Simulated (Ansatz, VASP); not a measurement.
Two plane-wave programs on Ga

```
Ga
1.0
     2.26150   -3.83050    0.00000
     2.26150    3.83050    0.00000
     0.00000    0.00000    4.52400
Ga
4
Direct
  0.84510 0.15490 0.08100
  0.65490 0.34510 0.58100
  0.15490 0.84510 0.91900
  0.34510 0.65490 0.41900
```

Alike in both runs: task single point; functional LDA; k mesh 6 × 6 × 4; occupations gaussian, width 0.1 eV; no spin polarisation.

|  | VASP | Ansatz |
| --- | --- | --- |
| version | VASP 6.6.1 | Ansatz 0.2.0 |
| potentials or method | VASP PAW LDA potentials, release 64 (Ga_d), cutoff 520 eV | scalar-relativistic, plane waves, PAW |
| valence electrons in the cell | 52 | 52 |

|  | VASP | Ansatz | Ansatz less VASP |
| --- | --- | --- | --- |
| gap on the k mesh at the Fermi level (eV) | none | none | - |
| pressure (GPa) | -3.6 | -3.6 | -0.09 |
| traceless stress, the component that is largest in VASP (GPa) | -0.38 | -0.34 | +0.034 |
| rms of the force components (eV/Å) | 0.098 | 0.098 | -0.0001 |

LDA's correlation is that of Perdew and Zunger in VASP and of Perdew and Wang (1992) in Ansatz. Atom by atom the forces differ by 0.000 eV/Å (rms over components). A gap of «none» marks a metal or a gap that the smearing closes.
